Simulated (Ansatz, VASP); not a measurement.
# One calculation of CuC3, two programs

```xyz
4
Lattice="-1.7982 1.7982 3.9682 1.7982 -1.7982 3.9682 1.7982 1.7982 -3.9682" Properties=species:S:1:pos:R:3 pbc="T T T"
Cu    0.0000    0.0000    0.0000
C     0.0000    1.7982    1.9841
C     1.7982    0.0000    1.9841
C     0.0000    0.0000    3.9682
```

Alike in both runs: task single point; functional PBEsol; k mesh 16 × 16 × 16; occupations gaussian, width 0.1 eV; no spin polarisation.

|  | VASP | Ansatz |
| --- | --- | --- |
| version | VASP 6.6.1 | Ansatz 0.2.0 |
| potentials or method | VASP PAW PBE potentials, release 64 (Cu, C), cutoff 520 eV | scalar-relativistic, plane waves, PAW |
| valence electrons in the cell | 23 | 31 |

Ansatz gave:

- gap on the k mesh at the Fermi level (eV): none
- pressure (GPa): -33.6
- traceless stress, the component that is largest in VASP (GPa): 2.42

Task: What did VASP give for the same quantities?

Result: gap on the k mesh at the Fermi level (eV): none; pressure (GPa): -33.5; traceless stress, the component that is largest in VASP (GPa): 2.40.

VASP's potentials were made for PBE, not for PBEsol. A gap of «none» marks a metal or a gap that the smearing closes. Both programs put the cell under strong tension, so it lies far from rest at this level. VASP's potentials hold 23 valence electrons a cell and Ansatz's 31, so a difference there can come from the potentials and not from the codes.

Noted on VASP's run: the cell as given lies far from equilibrium.
